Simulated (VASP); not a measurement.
# Os (P6_3/mmc) in VASP: further runs

The runs below take Os through single point, with PBE, PBE exchange alone, RPBE+D4.

Program: VASP 6.6.1. These are calculated values, not measurements. Logs are shortened: lines on timing, memory, paths and dates and some standing lists are left out, and cuts for length are marked.

## (1) The cell of the first run

The structure is hexagonal, space group P6_3/mmc (No. 194). Conventional cell: a = 2.734 Å, b = 2.734 Å, c = 4.320 Å, α = 90.00°, β = 90.00°, γ = 120.00°. Within 3.5 Å of Os (site symmetry -6m2) lie 12 Os at 2.68 to 2.73 Å.

## (2) Single point, PBE

INCAR

```
SYSTEM = Os
PREC = Accurate
ENCUT = 520
EDIFF = 1E-6
ISMEAR = -1
SIGMA = 0.05
LREAL = .False.
LASPH = .True.
NELM = 100
ALGO = Normal
ISIF = 2
LWAVE = .False.
LCHARG = .False.
GGA = PE
NBANDS = 15
```

KPOINTS

```
regular mesh
0
Gamma
  5 5 3
  0 0 0
```

POSCAR

```
Os
1.0
    2.7341000000      0.0000000000      0.0000000000
   -1.3670500000      2.3678000565      0.0000000000
    0.0000000000      0.0000000000      4.3197000000
Os
2
Direct
    0.6666666667      0.3333333333      0.7500000000
    0.3333333333      0.6666666667      0.2500000000
```

Potentials or basis: VASP PAW PBE potentials, release 64 (Os).

On the command line:

```console
cat potpaw_PBE.64/Os/POTCAR > POTCAR
mpirun -np 1 vasp_std > vasp.out
```

OUTCAR:

```text
SYSTEM = Os
   PREC = Accurate
   ENCUT = 520
   EDIFF = 1E-6
   ISMEAR = -1
   LREAL = .False.
   LASPH = .True.
   NELM = 100
   ISIF = 2
   GGA = PE

 ion  position               nearest neighbor table
   1  0.667  0.333  0.750-   2 2.68   2 2.68   2 2.68   2 2.68   2 2.68   2 2.68
   2  0.333  0.667  0.250-   1 2.68   1 2.68   1 2.68   1 2.68   1 2.68   1 2.68

  LATTYP: Found a hexagonal cell.
 ALAT       =     2.7341000000
 C/A-ratio  =     1.5799348963

  Lattice vectors:

 A1 = (   2.7341000000,   0.0000000000,   0.0000000000)
 A2 = (  -1.3670500000,   2.3678000565,   0.0000000000)
 A3 = (   0.0000000000,   0.0000000000,   4.3197000000)

Analysis of symmetry for initial positions (statically):
=====================================================================
 Subroutine PRICEL returns:
 Original cell was already a primitive cell.

 Routine SETGRP: Setting up the symmetry group for a
 hexagonal supercell.

 Subroutine GETGRP returns: Found 24 space group operations
 (whereof 12 operations were pure point group operations)
 out of a pool of 24 trial point group operations.

The static configuration has the point symmetry D_3d.
 The point group associated with its full space group is D_6h.

Analysis of symmetry for dynamics (positions and initial velocities):
=====================================================================
 Subroutine PRICEL returns:
 Original cell was already a primitive cell.

 Routine SETGRP: Setting up the symmetry group for a
 hexagonal supercell.

 Subroutine GETGRP returns: Found 24 space group operations
 (whereof 12 operations were pure point group operations)
 out of a pool of 24 trial point group operations.

The dynamic configuration has the point symmetry D_3d.
 The point group associated with its full space group is D_6h.

 Subroutine INISYM returns: Found 24 space group operations
 (whereof 12 operations are pure point group operations),
 and found     1 'primitive' translations

----------------------------------------------------------------------------------------

                                     Primitive cell

  volume of cell :      27.9649

  direct lattice vectors                    reciprocal lattice vectors
     2.734100000  0.000000000  0.000000000     0.365751070  0.211166479  0.000000000
    -1.367050000  2.367800057  0.000000000     0.000000000  0.422332957  0.000000000
     0.000000000  0.000000000  4.319700000     0.000000000  0.000000000  0.231497558

  length of vectors
[... 76 lines left out ...]
   TEBEG  =    0.0;   TEEND  =   0.0 temperature during run
   PSTRESS=    0.0 pullay stress
   NELECT =      16.0000    total number of electrons
   NUPDOWN=      -1.0000    fix difference up-down
   EMIN   =  10.00;   EMAX   =-10.00  energy-range for DOS
   EFERMI =   0.00;   METHOD = LEGACY
   ISMEAR =    -1;   SIGMA  =   0.05  broadening in eV -4-tet -1-fermi 0-gaus
   EFERMI_NEDOS =   21; number of points for ismear=-14 and -15
   IALGO  =     38    algorithm
   IMIX   =      4    mixing-type and parameters
     AMIX     =   0.40;   BMIX     =  1.00
     AMIX_MAG =   1.60;   BMIX_MAG =  1.00
  volume/ion in A,a.u.               =      13.98        94.36
  Fermi-wavevector in a.u.,A,eV,Ry     =   1.359076  2.568282 25.131161  1.847088
  Thomas-Fermi vector in A             =   2.485855
   LORBIT       =      0    0 simple, 1 ext, 2 COOP (PROOUT), +10 PAW based schemes
   GGA     = PE    functional components
   LHFCALC =     F    Hartree Fock is set to
   AEXX    =    0.0000 exact exchange contribution
   IVDW    =     0    specifies the selected vdW correction
   LEPSILON=     F    determine dielectric tensor
   LRPA    =     F    only Hartree local field effects (RPA)
 non-spin polarized calculation
  energy-cutoff  :      520.00
  volume of cell :       27.96
 maximum number of plane-waves:       761
   NGX = 11   NGY = 11   NGZ = 17

 number of electron      15.9999998 magnetization

 Free energy of the ion-electron system (eV)
  ---------------------------------------------------
  ext. energy  EPLUGINS =         0.00000000
  ---------------------------------------------------
  free energy    TOTEN  =       -22.37053389 eV

  energy without entropy =      -22.35274434  energy(sigma->0) =      -22.36163911

 E-fermi :   9.3777     XC(G=0): -14.0634

 val. band max:        9.3653805459   @ k =   0.0000   0.0000   0.3333
 cond. band min:       9.4906344506   @ k =   0.0000   0.0000   0.0000
 fundamental gap:      0.1252539047
 Fermi energy:         9.3776510710

 k-point     1 :       0.0000    0.0000    0.0000
  band No.  band energies     occupation
      1      -1.4720      2.00000
      2       1.6815      2.00000
      3       6.4232      2.00000
      4       6.4232      2.00000
      5       6.6561      2.00000
      6       7.2657      2.00000
      7       7.2657      2.00000
      8       7.8920      2.00000
      9       7.8920      2.00000
     10       9.4906      0.18904
     11      11.1449      0.00000
     12      11.1449      0.00000
     13      18.5396      0.00000
     14      23.5251      0.00000
[... 149 lines left out ...]
      2       3.6383      2.00000
      3       4.0450      2.00000
      4       4.9769      2.00000
      5       5.4372      2.00000
      6       7.1358      2.00000
      7       8.1798      2.00000
      8       9.3175      1.53800
      9      11.0159      0.00000
     10      11.7695      0.00000
     11      15.2753      0.00000
     12      15.5757      0.00000
     13      19.2232      0.00000
     14      19.5650      0.00000
     15      21.2979      0.00000

------------------------ aborting loop because EDIFF is reached ----------------------------------------

  FORCE on cell =-STRESS in cart. coord.  units (eV):
  Direction    XX          YY          ZZ          XY          YZ          ZX
  --------------------------------------------------------------------------------------
  -------------------------------------------------------------------------------------
  Total        1.1058851      1.1058851      2.8330292      0.0000000      0.0000000      0.0000000
  in kB       63.3588915     63.3588915    162.3112500      0.0000000      0.0000000      0.0000000
  external PRESSURE =      96.3430110 kB  Pullay stress =       0.0000000 kB

 VOLUME and BASIS-vectors are now :
 -----------------------------------------------------------------------------
  energy-cutoff  :      520.00
  volume of cell :       27.96
      direct lattice vectors                 reciprocal lattice vectors
     2.734100000  0.000000000  0.000000000     0.365751070  0.211166479  0.000000000
    -1.367050000  2.367800057  0.000000000     0.000000000  0.422332957  0.000000000
     0.000000000  0.000000000  4.319700000     0.000000000  0.000000000  0.231497558

 POSITION                                       TOTAL-FORCE (eV/Angst)
 -----------------------------------------------------------------------------------
      1.36705      0.78927      3.23977        -0.000000      0.000000      0.000000
     -0.00000      1.57853      1.07993         0.000000     -0.000000      0.000000
 -----------------------------------------------------------------------------------
    total drift:                               -0.000000      0.000000     -0.000000

  FREE ENERGIE OF THE ION-ELECTRON SYSTEM (eV)
  ---------------------------------------------------
  free  energy   TOTEN  =       -22.3705338901 eV

  energy  without entropy=      -22.3527443369  energy(sigma->0) =      -22.36163911
```

stdout:

```text
POSCAR found type information on POSCAR Os
 POSCAR found :  1 types and       2 ions
 scaLAPACK will be used
 LDA part: xc-table for (Slater+PW92), standard interpolation
 POSCAR, INCAR and KPOINTS ok, starting setup
 FFT: planning ... GRIDC
 FFT: planning ... GRID_SOFT
 FFT: planning ... GRID
 WAVECAR not read
 entering main loop
```

Run time: 12 s. Hardware: 1 thread of AMD EPYC 7R43 (Zen 3), shared host; peak memory 0.09 GiB.

What came out:

| Property | Result |
| --- | --- |
| Free energy | -22.3705 eV |
| Pressure | 9.6 GPa |
| Band gap on the k mesh | zero (bands 8 and 9 overlap by 3.01 eV) |

Caveat: the k points lie up to 0.53 Å⁻¹ apart, too coarse for converged energies and pressures of a metal; spin-orbit coupling is left out, which moves the levels of the heavy elements.

## (3) Single point, PBE exchange alone

This run uses another cell than the first one, of 13.14 Å³/atom.

INCAR

```
SYSTEM = Os
  PREC = Accurate
  ENCUT = 520
  EDIFF = 1E-6
  ISMEAR = -1
  SIGMA = 0.05
  LREAL = .False.
  LASPH = .True.
  NELM = 60
  ALGO = Fast
  ISIF = 2
  LWAVE = .False.
  LCHARG = .True.
  GGA = PE
  ALDAC = 0.0
  AGGAC = 0.0
  LELF = .True.
  LVHAR = .True.
  NBANDS = 15
```

KPOINTS

```
regular mesh
0
Gamma
  11 11 6
  0 0 0
```

POSCAR

```
Os
1.0
    2.6782863798      0.0000000000      0.0000000000
   -1.3391431899      2.3194640436      0.0000000000
    0.0000000000      0.0000000000      4.2315181138
Os
2
Direct
    0.6666666667      0.3333333333      0.7500000000
    0.3333333333      0.6666666667      0.2500000000
```

Potentials or basis: VASP PAW PBE potentials, release 64 (Os).

On the command line:

```console
cat potpaw_PBE.64/Os/POTCAR > POTCAR
mpirun -np 1 vasp_std > vasp.out
```

It took 61 s on 1 thread of AMD EPYC 7R43 (Zen 3), shared host; peak memory 0.1 GiB.

Results (log left out):

* Free energy: -15.5914 eV
* Pressure: 83.1 GPa
* Band gap on the k mesh: zero (bands 8 and 9 overlap by 4.30 eV)

Stress tensor (GPa, compression positive):
```
81.98  0.00  0.00
 0.00 81.98  0.00
 0.00  0.00 85.24
```

Levels at points of the mesh, in eV from the Fermi level:
```
           k point  band 5  band 6  band 7  band 8  band 9  band 10  band 11  band 12
(0.00, 0.00, 0.00)   -3.03   -2.39   -2.39   -1.68   -1.68     0.31     1.90     1.90
(0.00, 0.00, 0.50)   -3.52   -3.52   -3.52   -3.52    1.04     1.04     1.04     1.04
```

Caveat: the cell stands under pressure; spin-orbit coupling is left out, which moves the levels of the heavy elements.

## (4) Single point, PBE exchange alone

This run uses another cell than the first one, of 13.42 Å³/atom.

INCAR

```
PREC = Accurate
ENCUT = 520
EDIFF = 1E-6
ISMEAR = -1
SIGMA = 0.05
LREAL = F
LASPH = T
NELM = 80
ALGO = Normal
ISIF = 2
LWAVE = F
LCHARG = F
GGA = PE
ALDAC = 0.0
AGGAC = 0.0
NBANDS = 15
```

KPOINTS

```
regular mesh
0
Gamma
  11 11 6
```

POSCAR

```
Os
1.0
    2.6971481730      0.0000000000      0.0000000000
   -1.3485740865      2.3357988356      0.0000000000
    0.0000000000      0.0000000000      4.2613185190
Os
2
Direct
    0.6666666667      0.3333333333      0.7500000000
    0.3333333333      0.6666666667      0.2500000000
```

On the command line:

```console
cat potpaw_PBE.64/Os/POTCAR > POTCAR
mpirun -np 1 vasp_std > vasp.out
```

Run time: 42 s. Hardware: 1 thread of AMD EPYC 7R43 (Zen 3), shared host; peak memory 0.11 GiB.

Results (log left out):

```yaml
Free_energy: -15.8576 eV
Pressure: 69.6 GPa
Band_gap_on_the_k_mesh: zero (bands 8 and 9 overlap by 4.16 eV)
```

Stress tensor (GPa, compression positive):
```
68.81  0.00  0.00
 0.00 68.81  0.00
 0.00  0.00 71.24
```

Levels at points of the mesh, in eV from the Fermi level:
```
           k point  band 6  band 7  band 8  band 9  band 10  band 11
(0.00, 0.00, 0.00)   -2.31   -2.31   -1.63   -1.63     0.30     1.84
(0.00, 0.00, 0.50)   -3.41   -3.41   -3.41    1.00     1.00     1.00
```

Caveat: the cell stands under pressure; spin-orbit coupling is left out, which moves the levels of the heavy elements.

## (5) Single point, RPBE+D4

INCAR

```
SYSTEM = Os
PREC     = Accurate       ! precision mode
ENCUT    = 520            ! plane-wave cutoff, eV
EDIFF    = 1E-6           ! SCF threshold, eV
ISMEAR   = -1             ! smearing method
SIGMA    = 0.05           ! smearing width, eV
LREAL    = .False.        ! projectors in reciprocal space
LASPH    = .True.         ! aspherical terms in the spheres
NELM     = 80             ! most SCF steps
ALGO     = Fast           ! electronic algorithm
ISIF     = 2              ! what is computed and relaxed
LWAVE    = .False.        ! write WAVECAR
LCHARG   = .False.        ! write CHGCAR
GGA      = RP             ! functional
IVDW     = 13             ! dispersion correction
NBANDS   = 15             ! bands
```

KPOINTS

```
Automatic mesh
0
Gamma
  11 11 6
  0 0 0
```

POSCAR

```
Os
1.0
    2.7314413785      0.0000000000      0.0000000000
   -1.3657206892      2.3654976227      0.0000000000
    0.0000000000      0.0000000000      4.3196844807
Os
2
Direct
    0.6666666667      0.3333333333      0.7500000000
    0.3333333333      0.6666666667      0.2500000000
```

On the command line:

```console
cat potpaw_PBE.64/Os/POTCAR > POTCAR
mpirun -np 1 vasp_std > vasp.out
```

Wall time 52 s (1 thread of AMD EPYC 7R43 (Zen 3), shared host); peak memory 0.1 GiB.

It converged, with:

| Property | Result |
| --- | --- |
| Free energy | -23.6429 eV |
| Pressure | -0.3 GPa |
| Band gap on the k mesh | zero (bands 8 and 9 overlap by 3.89 eV) |
| Dispersion energy per atom | -1.243 eV |

Stress tensor (GPa, compression positive):
```
-0.21  0.00  0.00
 0.00 -0.21  0.00
 0.00  0.00 -0.37
```

Levels at points of the mesh, in eV from the Fermi level:
```tsv
k point	band 6	band 7	band 8	band 9	band 10	band 11
(0.00, 0.00, 0.00)	-2.17	-2.17	-1.51	-1.51	0.05	1.74
(0.00, 0.00, 0.50)	-3.21	-3.21	-3.21	0.94	0.94	0.94
```

Caveat: the dispersion term is far too large for a dense solid, which distorts pressure and volume; the PAW data sets were made with another functional, which shifts forces and pressure a little; spin-orbit coupling is left out, which moves the levels of the heavy elements.

## (6) Overview

```tsv
level	cell	k mesh	gap on the mesh (eV)	pressure (GPa)
PBE	a = 2.734, b = 2.734, c = 4.320 Å, angles 90.0, 90.0, 120.0°, 2 atoms	5 × 5 × 3	none	9.6
PBE exchange alone	a = 2.678, b = 2.678, c = 4.232 Å, angles 90.0, 90.0, 120.0°, 2 atoms	11 × 11 × 6	none	83.1
PBE exchange alone	a = 2.697, b = 2.697, c = 4.261 Å, angles 90.0, 90.0, 120.0°, 2 atoms	11 × 11 × 6	none	69.6
RPBE+D4	a = 2.731, b = 2.731, c = 4.320 Å, angles 90.0, 90.0, 120.0°, 2 atoms	11 × 11 × 6	none	-0.3
```

Alike in all rows: task single point; potentials or basis VASP PAW PBE potentials, release 64 (Os); no spin polarisation; cutoff (eV) 520; smearing fermi-dirac 0.05 eV.

Caveats: some runs use coarse meshes; spin-orbit coupling is left out, which moves the levels of the heavy elements; the cell stands under pressure (at least some runs); the dispersion term is far too large for a dense solid, which distorts pressure and volume (at least some runs); the PAW data sets were made with another functional, which shifts forces and pressure a little (at least some runs).

Absolute energies hang on the potentials; compare differences alone.

The gap in the log of VASP goes by the Fermi energy; the results here count the filled bands.